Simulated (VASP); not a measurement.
# Ge (Fd-3m) in VASP: a series of runs

The runs below take Ge through single point, with LDA.

Program: VASP 6.6.1. These are calculated values, not measurements. Logs are shortened: lines on timing, memory, paths and dates and some standing lists are left out, and cuts for length are marked.

**The experiment to reproduce.**

“Temperature-dependent photoluminescence in Ge: experiment and theory”, 2020, arxiv:2003.00143 reports, for a bulk crystal of Ge at 0 K: band gap 0.744 eV (indirect).

The runs below are set against these values where they give the same quantity.

## Step 1: The cell of the first run

Symmetry: Fd-3m, No. 227, cubic system. Conventional cell: a = 5.503 Å, b = 5.503 Å, c = 5.503 Å, α = 90.00°, β = 90.00°, γ = 90.00°. Within 3.1 Å of Ge (site symmetry -43m) lie 4 Ge at 2.38 Å.

## Step 2: Single point, LDA

INCAR reads:

```
SYSTEM = Ge
ALGO = Normal
EDIFF = 1E-6
ENCUT = 520
GGA = CA
ISIF = 2
ISMEAR = -1
LASPH = .True.
LCHARG = .True.
LELF = .True.
LREAL = .False.
LVHAR = .True.
LWAVE = .False.
NBANDS = 21
NELM = 80
PREC = Accurate
SIGMA = 0.05
```

KPOINTS reads:

```
k-points
0
Gamma
  6 6 6
  0 0 0
```

POSCAR reads:

```
Ge
1.0
    0.0000000000      2.7513662564      2.7513662564
    2.7513662564      0.0000000000      2.7513662564
    2.7513662564      2.7513662564      0.0000000000
Ge
2
Direct
    0.0000000000      0.0000000000      0.0000000000
    0.2500000000      0.2500000000      0.2500000000
```

Potentials or basis: VASP PAW LDA potentials, release 64 (Ge_d).

Launch:

```
$ cat potpaw_LDA.64/Ge_d/POTCAR > POTCAR
$ mpirun -np 1 vasp_std > vasp.out
```

OUTCAR:

```text
SYSTEM = Ge
   EDIFF = 1E-6
   ENCUT = 520
   GGA = CA
   ISIF = 2
   ISMEAR = -1
   LASPH = .True.
   LREAL = .False.
   NELM = 80
   PREC = Accurate

 ion  position               nearest neighbor table
   1  0.000  0.000  0.000-   2 2.38   2 2.38   2 2.38   2 2.38
   2  0.250  0.250  0.250-   1 2.38   1 2.38   1 2.38   1 2.38

  LATTYP: Found a face centered cubic cell.
 ALAT       =     5.5027325128

  Lattice vectors:

 A1 = (   0.0000000000,   2.7513662564,   2.7513662564)
 A2 = (   2.7513662564,   0.0000000000,   2.7513662564)
 A3 = (   2.7513662564,   2.7513662564,   0.0000000000)

Analysis of symmetry for initial positions (statically):
=====================================================================
 Subroutine PRICEL returns:
 Original cell was already a primitive cell.

 Routine SETGRP: Setting up the symmetry group for a
 face centered cubic supercell.

 Subroutine GETGRP returns: Found 48 space group operations
 (whereof 24 operations were pure point group operations)
 out of a pool of 48 trial point group operations.

The static configuration has the point symmetry T_d .
 The point group associated with its full space group is O_h .

Analysis of symmetry for dynamics (positions and initial velocities):
=====================================================================
 Subroutine PRICEL returns:
 Original cell was already a primitive cell.

 Routine SETGRP: Setting up the symmetry group for a
 face centered cubic supercell.

 Subroutine GETGRP returns: Found 48 space group operations
 (whereof 24 operations were pure point group operations)
 out of a pool of 48 trial point group operations.

The dynamic configuration has the point symmetry T_d .
 The point group associated with its full space group is O_h .

 Subroutine INISYM returns: Found 48 space group operations
 (whereof 24 operations are pure point group operations),
 and found     1 'primitive' translations

----------------------------------------------------------------------------------------

                                     Primitive cell

  volume of cell :      41.6558

  direct lattice vectors                    reciprocal lattice vectors
     0.000000000  2.751366256  2.751366256    -0.181727896  0.181727896  0.181727896
     2.751366256  0.000000000  2.751366256     0.181727896 -0.181727896  0.181727896
[... 69 lines left out ...]
   ICHARG =      2    charge: 1-file 2-atom 10-const
   ISPIN  =      1    spin polarized calculation?
   LNONCOLLINEAR =      F non collinear calculations
   LSORBIT =      F    spin-orbit coupling
   LASPH  =      T    aspherical Exc in radial PAW
   ENCUT  =  520.0 eV  38.22 Ry    6.18 a.u.   7.23  7.23  7.23*2*pi/ulx,y,z
   NELM   =     80;   NELMIN=  2; NELMDL= -5     # of ELM steps
   EDIFF  = 0.1E-05   stopping-criterion for ELM
   LREAL  =      F    real-space projection
   EDIFFG = 0.1E-04   stopping-criterion for IOM
   NSW    =      0    number of steps for IOM
   IBRION =     -1    ionic relax: 0-MD 1-quasi-New 2-CG
   NFREE  =      0    steps in history (QN), initial steepest desc. (CG)
   ISIF   =      2    stress and relaxation
   ISYM   =      2    0-nonsym 1-usesym 2-fastsym
   POTIM  = 0.5000    time-step for ionic-motion
   TEBEG  =    0.0;   TEEND  =   0.0 temperature during run
   PSTRESS=    0.0 pullay stress
   NELECT =      28.0000    total number of electrons
   NUPDOWN=      -1.0000    fix difference up-down
   EMIN   =  10.00;   EMAX   =-10.00  energy-range for DOS
   EFERMI =   0.00;   METHOD = LEGACY
   ISMEAR =    -1;   SIGMA  =   0.05  broadening in eV -4-tet -1-fermi 0-gaus
   EFERMI_NEDOS =   21; number of points for ismear=-14 and -15
   IALGO  =     38    algorithm
   IMIX   =      4    mixing-type and parameters
     AMIX     =   0.40;   BMIX     =  1.00
     AMIX_MAG =   1.60;   BMIX_MAG =  1.00
  volume/ion in A,a.u.               =      20.83       140.55
  Fermi-wavevector in a.u.,A,eV,Ry     =   1.434066  2.709992 27.980993  2.056545
  Thomas-Fermi vector in A             =   2.553515
   LORBIT       =      0    0 simple, 1 ext, 2 COOP (PROOUT), +10 PAW based schemes
   GGA     = CA    functional components
   LHFCALC =     F    Hartree Fock is set to
   AEXX    =    0.0000 exact exchange contribution
   IVDW    =     0    specifies the selected vdW correction
   LEPSILON=     F    determine dielectric tensor
   LRPA    =     F    only Hartree local field effects (RPA)
 non-spin polarized calculation
  energy-cutoff  :      520.00
  volume of cell :       41.66
 maximum number of plane-waves:      1139
 NGX is ok and might be reduce to    30
   NGX = 15   NGY = 15   NGZ = 15

 number of electron      27.9999971 magnetization

 Free energy of the ion-electron system (eV)
  ---------------------------------------------------
  ext. energy  EPLUGINS =         0.00000000
  ---------------------------------------------------
  free energy    TOTEN  =       -10.29930292 eV

  energy without entropy =      -10.29875953  energy(sigma->0) =      -10.29903122

 E-fermi :   5.7394     XC(G=0): -10.6838

 val. band max:        5.5844402240   @ k =   0.0000   0.0000   0.0000
 cond. band min:       5.9159467113   @ k =   0.5000   0.0000   0.0000
 fundamental gap:      0.3315064872
 Fermi energy:         5.7393700264

 k-point     1 :       0.0000    0.0000    0.0000
  band No.  band energies     occupation
      1     -19.4932      2.00000
      2     -19.4932      2.00000
      3     -19.4932      2.00000
      4     -19.4498      2.00000
      5     -19.4498      2.00000
      6     -19.1893      2.00000
[... 373 lines left out ...]
     20      17.2055      0.00000
     21      19.0881      0.00000

------------------------ aborting loop because EDIFF is reached ----------------------------------------

  FORCE on cell =-STRESS in cart. coord.  units (eV):
  Direction    XX          YY          ZZ          XY          YZ          ZX
  --------------------------------------------------------------------------------------
  -------------------------------------------------------------------------------------
  Total        1.4462058      1.4462058      1.4462058      0.0000000      0.0000000      0.0000000
  in kB       55.6244170     55.6244170     55.6244170      0.0000000      0.0000000      0.0000000
  external PRESSURE =      55.6244170 kB  Pullay stress =       0.0000000 kB

 VOLUME and BASIS-vectors are now :
 -----------------------------------------------------------------------------
  energy-cutoff  :      520.00
  volume of cell :       41.66
      direct lattice vectors                 reciprocal lattice vectors
     0.000000000  2.751366256  2.751366256    -0.181727896  0.181727896  0.181727896
     2.751366256  0.000000000  2.751366256     0.181727896 -0.181727896  0.181727896
     2.751366256  2.751366256  0.000000000     0.181727896  0.181727896 -0.181727896

 POSITION                                       TOTAL-FORCE (eV/Angst)
 -----------------------------------------------------------------------------------
      0.00000      0.00000      0.00000         0.000000     -0.000000      0.000000
      1.37568      1.37568      1.37568         0.000000      0.000000      0.000000
 -----------------------------------------------------------------------------------
    total drift:                                0.000000     -0.000000      0.000000

  FREE ENERGIE OF THE ION-ELECTRON SYSTEM (eV)
  ---------------------------------------------------
  free  energy   TOTEN  =       -10.2993029193 eV

  energy  without entropy=      -10.2987595254  energy(sigma->0) =      -10.29903122
```

OSZICAR:

```text
N       E                     dE             d eps       ncg     rms          rms(c)
DAV:   1     0.189346387716E+03    0.18935E+03   -0.14307E+04   761   0.366E+03
DAV:   2     0.154435224967E+02   -0.17390E+03   -0.16833E+03   672   0.631E+02
DAV:   3    -0.973070334956E+01   -0.25174E+02   -0.25044E+02   762   0.139E+02
DAV:   4    -0.105076547832E+02   -0.77695E+00   -0.77658E+00   747   0.283E+01
DAV:   5    -0.105200683359E+02   -0.12414E-01   -0.12413E-01   752   0.387E+00    0.370E+00
DAV:   6    -0.103715920115E+02    0.14848E+00   -0.44699E-02   722   0.154E+00    0.212E+00
DAV:   7    -0.102984729804E+02    0.73119E-01   -0.90324E-02   759   0.211E+00    0.152E-01
DAV:   8    -0.102992964476E+02   -0.82347E-03   -0.65226E-03   737   0.798E-01    0.421E-02
DAV:   9    -0.102993065893E+02   -0.10142E-04   -0.11202E-04   791   0.110E-01    0.148E-02
DAV:  10    -0.102993032271E+02    0.33622E-05   -0.97353E-06   837   0.437E-02    0.411E-03
DAV:  11    -0.102993029193E+02    0.30782E-06   -0.11515E-06   530   0.740E-03
   1 F= -.10299303E+02 E0= -.10299031E+02  d E =-.543394E-03
```

stdout:

```text
POSCAR found type information on POSCAR Ge
 POSCAR found :  1 types and       2 ions
 scaLAPACK will be used
 LDA part: xc-table for (Slater(with rela. corr.)+CA(PZ))
 , standard interpolation
 POSCAR, INCAR and KPOINTS ok, starting setup
 FFT: planning ... GRIDC
 FFT: planning ... GRID_SOFT
 FFT: planning ... GRID
 WAVECAR not read
 entering main loop
```

Run time: 22 s. Hardware: 1 thread of Intel Xeon 8259CL, shared host; peak memory 0.15 GiB.

Results:

| Quantity | Value |
| --- | --- |
| Free energy | -10.2993 eV |
| Pressure | 5.6 GPa |
| Band gap on the k mesh | 0.33 eV, indirect (least direct gap 0.64 eV) |

A k mesh can miss the band edges.

## Step 3: Single point, LDA

This run uses another cell than the first one, of 21.73 Å³/atom, 1.043 times its volume.

INCAR reads:

```
SYSTEM = Ge
  ALGO = Normal
  EDIFF = 1E-6
  ENCUT = 520
  GGA = CA
  ISIF = 2
  ISMEAR = -1
  LASPH = .True.
  LCHARG = .False.
  LREAL = .False.
  LWAVE = .False.
  NBANDS = 21
  NELM = 100
  PREC = Accurate
  SIGMA = 0.05
```

KPOINTS is that of step 2.

POSCAR reads:

```
Ge
1.0
    0.0000000000      2.7906767997      2.7906767997
    2.7906767997      0.0000000000      2.7906767997
    2.7906767997      2.7906767997      0.0000000000
Ge
2
Direct
    0.0000000000      0.0000000000      0.0000000000
    0.2500000000      0.2500000000      0.2500000000
```

Potentials or basis: VASP PAW LDA potentials, release 64 (Ge_d).

Launch:

```
$ cat potpaw_LDA.64/Ge_d/POTCAR > POTCAR
$ mpirun -np 1 vasp_std > vasp.out
```

It took 20 s on 1 thread of Intel Xeon 8259CL, shared host; peak memory 0.15 GiB.

The run converged. Its results:

```yaml
Free_energy: -10.3395 eV
Pressure: 1.8 GPa
Band_gap_on_the_k_mesh: 0.19 eV, indirect (least direct gap 0.23 eV)
```

Levels at points of the mesh, in eV from the valence-band top:
```csv
k point,band 12,band 13,band 14,band 15,band 16,band 17
"(0.00, 0.00, 0.00)",0.00,0.00,0.00,0.23,2.54,2.54
"(0.50, 0.00, 0.00)",-7.83,-1.47,-1.47,0.19,3.74,3.74
"(0.50, 0.50, 0.00)",-9.08,-3.22,-3.22,0.61,0.61,9.75
```

(Part 1 of 2 ends here.)
